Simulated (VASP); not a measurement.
Wanted: the native input for a VASP 6.6.1 run.

```
Task                   : single point
Functional             : PBEsol
Potentials or basis    : VASP PAW PBE potentials, release 64 (Ge_d)
Cutoff                 : 520 eV
k mesh                 : 8 × 8 × 6
Occupations            : fermi-dirac, width 0.02 eV
Spin                   : no spin polarisation
Dipole correction      : no
Further INCAR settings : ALGO = Normal; EDIFF = 1e-07; NBANDS = 36
```

The structure of Ge lies in POSCAR:

```
Ge
1.0
    2.8378036877      2.8378036877      0.0000000000
   -2.8378036877      2.8378036877      0.0000000000
    0.0000000000      0.0000000000      5.6756073754
Ge
4
Direct
    0.2500000000      0.5000000000      0.3750000000
    0.7500000000      0.0000000000      0.8750000000
    0.2500000000      0.0000000000      0.1250000000
    0.7500000000      0.5000000000      0.6250000000
```

The input as run:

INCAR

```
PREC     = Accurate       # precision mode
ENCUT    = 520            # plane-wave cutoff, eV
EDIFF    = 1E-7           # SCF threshold, eV
ISMEAR   = -1             # smearing method
SIGMA    = 0.02           # smearing width, eV
LREAL    = F              # projectors in reciprocal space
LASPH    = T              # aspherical terms in the spheres
NELM     = 100            # most SCF steps
ALGO     = Normal         # electronic algorithm
ISIF     = 2              # what is computed and relaxed
LWAVE    = F              # write WAVECAR
LCHARG   = T              # write CHGCAR
GGA      = PS             # functional
LELF     = T              # ELF
LVHAR    = T            
NBANDS   = 36             # bands
```

KPOINTS

```
Automatic mesh
0
Gamma
  8 8 6
```

Potentials or basis: VASP PAW PBE potentials, release 64 (Ge_d).

Launch:

```sh
$ cat potpaw_PBE.64/Ge_d/POTCAR > POTCAR
$ mpirun -np 1 vasp_std > vasp.out
```

Results of the run:

* Pressure: -0.1 GPa
* Band gap on the k mesh: zero (filled and empty bands touch)

Caveat: semilocal functionals underestimate gaps, and a narrow one can read as zero; the PAW data sets were made with another functional, which shifts forces and pressure a little.

Run time: 3.4 min on 1 thread of Intel Xeon 8259CL (shared host), peak memory 0.27 GiB.
